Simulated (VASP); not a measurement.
A run of VASP 6.6.1:

Contents of INCAR:

```
PREC = Accurate
ENCUT = 520
EDIFF = 1E-6
ISMEAR = 0
SIGMA = 0.1
LREAL = False
LASPH = True
NELM = 100
ALGO = Normal
ISIF = 2
LWAVE = False
LCHARG = True
GGA = PS
LELF = True
LVHAR = True
NBANDS = 10
```

Contents of KPOINTS:

```
Automatic mesh
0
Gamma
  10 10 10
```

POSCAR

```
Ir
1.0
   -1.5378781461      1.5378781461      1.5378781461
    1.5378781461     -1.5378781461      1.5378781461
    1.5378781461      1.5378781461     -1.5378781461
Ir
1
Direct
    0.0000000000      0.0000000000      0.0000000000
```

Potentials or basis: VASP PAW PBE potentials, release 64 (Ir).

Run with:

```bash
$ cat potpaw_PBE.64/Ir/POTCAR > POTCAR
$ mpirun -np 1 vasp_std > vasp.out
```

Hardware: 1 thread of Intel(R) Xeon(R) 6975P-C (Granite Rapids) (shared host).

Estimate the wall time of this run.

Wall time 2.9 s on 1 thread of Intel(R) Xeon(R) 6975P-C (Granite Rapids), on a shared host, peak memory 0.13 GiB. Counts: scf iterations 11, k points 47.
